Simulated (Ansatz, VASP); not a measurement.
**Ti2O: VASP beside Ansatz**

INCAR

```
ALGO = Normal
EDIFF = 1E-6
ENCUT = 520
GGA = PS
ISIF = 2
ISMEAR = 0
LASPH = T
LCHARG = T
LELF = T
LREAL = F
LVHAR = T
LWAVE = F
NBANDS = 22
NELM = 80
PREC = Accurate
SIGMA = 0.1
```

KPOINTS

```
k-points
0
Gamma
  8 8 4
```

The input POSCAR:

```
Ti2O
1.0
    2.9432780955      0.0201131738     -0.0466091727
   -1.4542205283      2.5333845928      0.0388784197
   -0.0752446324      0.0290314697      4.7072549871
Ti O
2 1
Direct
    0.6755482196      0.3348340732      0.2828520726
    0.3249469338      0.6615028209      0.7101950052
    0.0014606901     -0.0158981989     -0.0027680215
```

Input for Ansatz:

```yaml
crystal:
  lattice:
    - [2.9432780955, 0.0201131738, -0.0466091727]
    - [-1.4542205283, 2.5333845928, 0.0388784197]
    - [-0.0752446324, 0.0290314697, 4.7072549871]
  atoms:
    - { symbol: Ti, position: [0.6755482196, 0.3348340732, 0.2828520726] }
    - { symbol: Ti, position: [0.3249469338, 0.6615028209, 0.7101950052] }
    - { symbol: O, position: [0.0014606901, -0.0158981989, -0.0027680215] }
basis:
  ecutwfc: 420
kpoints:
  mp_grid: { grid: [8, 8, 4] }
hamiltonian:
  xc: pbesol
scf:
  occupations: { method: gaussian, width: 0.1 }
output:
  forces: true
  stress: true
  eigenvalues: true
```

Change from the starting cell: kmesh displaced: [8, 8, 4] Gamma-centred.

Alike in both runs: task single point; functional PBEsol; k mesh 8 × 8 × 4; occupations gaussian, width 0.1 eV; no spin polarisation.

|  | VASP | Ansatz |
| --- | --- | --- |
| version | VASP 6.6.1 | Ansatz 0.2.0 |
| potentials or method | VASP PAW PBE potentials, release 64 (Ti_sv, O), cutoff 520 eV | scalar-relativistic, plane waves, PAW |
| valence electrons in the cell | 30 | 30 |

```csv
,VASP,Ansatz,Ansatz less VASP
gap on the k mesh at the Fermi level (eV),none,none,-
pressure (GPa),2.8,2.6,-0.20
"traceless stress, the component that is largest in VASP (GPa)",7.14,7.13,-0.014
rms of the force components (eV/Å),1.029,1.048,+0.0195
```

VASP's potentials were made for PBE, not for PBEsol. Atom by atom the forces differ by 0.020 eV/Å (rms over components). A gap of «none» marks a metal or a gap that the smearing closes.
